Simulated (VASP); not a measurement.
Wanted: the native input for a VASP 6.6.1 run.

* Task: single point
* Functional: PBE
* Potentials or basis: VASP PAW PBE potentials, release 64 (Zn, O)
* Cutoff: 520 eV
* k mesh: 2 × 2 × 2, shifted
* Occupations: gaussian, width 0.01 eV
* Spin: no spin polarisation
* Dipole correction: no
* Further INCAR settings: LREAL = Auto; ALGO = Normal; EDIFF = 1e-07; NBANDS = 179

The structure of Zn17O18 (a cell with a defect) lies in POSCAR:

```
Zn17O18
1.0
   -4.9190861691     -2.8400357239      5.2932331742
    4.9190861691     -2.8400357239      5.2932331742
    0.0000000001      5.6800714478      5.2932331742
Zn O
17 18
Direct
    0.6108710905      0.2814168957      0.6080974961
    0.2817387170      0.9415044229      0.2771485850
    0.9418339339      0.2814152013      0.2771455058
    0.2817519759      0.6105425694      0.6081077975
    0.6108667465      0.9415064127      0.9480144444
    0.2772375830      0.2769077162      0.9435125287
    0.9382437963      0.9379129091      0.6045234516
    0.9418255980      0.6105408395      0.9480108705
    0.5572951609      0.2268072269      0.2235758173
    0.5556862535      0.8880931474      0.5546936571
    0.2271362087      0.5569773337      0.2235702848
    0.8884193676      0.8880998023      0.2219697775
    0.2203887879      0.2200687821      0.5546555229
    0.5573077195      0.5569681906      0.8933997709
    0.2203885881      0.8880569620      0.8866722837
    0.8884170510      0.5553664113      0.5546963838
    0.8883833937      0.2200634554      0.8866633032
    0.7590532386      0.7587300919      0.4253278139
    0.7374009602      0.4040302121      0.7377991395
    0.4043612623      0.0712152493      0.4036673356
    0.0715277534      0.4040343043      0.4036760245
    0.4043561530      0.7370789457      0.7378112823
    0.7373973352      0.0712072010      0.0706342036
    0.4034990848      0.4031700673      0.0697708161
    0.0687008610      0.0683653387      0.7349696775
    0.0715270460      0.7370680307      0.0706380028
    0.6894530439      0.3239905937      0.3557184657
    0.6794971260      0.0205004429      0.6871015481
    0.3242817918      0.6891363540      0.3557471132
    0.0208234088      0.0204981766      0.3457765916
    0.3478955424      0.3475697985      0.6820234761
    0.6894431032      0.6891280244     -0.0094015021
    0.3478903780      0.0154175721      0.0141745042
    0.0208182825      0.6791613593      0.6871003045
    0.0157418440      0.3475652043      0.0141679475
```

This cell differs from its parent crystal: atoms taken out, then relaxed in part.

One way to write it, as run:

INCAR

```
SYSTEM = Zn17O18
PREC = Accurate
ENCUT = 520
EDIFF = 1E-7
ISMEAR = 0
SIGMA = 0.01
LREAL = Auto
LASPH = .TRUE.
NELM = 100
ALGO = Normal
ISIF = 2
LWAVE = .FALSE.
LCHARG = .FALSE.
GGA = PE
NBANDS = 179
```

KPOINTS

```
Automatic mesh
0
Gamma
  2 2 2
  0.5 0.5 0.5
```

Potentials or basis: VASP PAW PBE potentials, release 64 (Zn, O).

Command:

```bash
$ cat potpaw_PBE.64/Zn/POTCAR potpaw_PBE.64/O/POTCAR > POTCAR
$ mpirun -np 1 vasp_std > vasp.out
```

Results of the run:

```json
{
  "Pressure": "0.6 GPa",
  "Largest force": "0.061 eV/Å",
  "Band gap on the k mesh": "zero (bands 156 and 157 overlap by 0.07 eV)"
}
```

Caveat: the k points lie up to 0.42 Å⁻¹ apart; the cell differs from its parent crystal (atoms taken out, then relaxed in part).

Wall time 19 min on 1 thread of Intel(R) Xeon(R) 6975P-C (Granite Rapids) (shared host), peak memory 0.61 GiB.
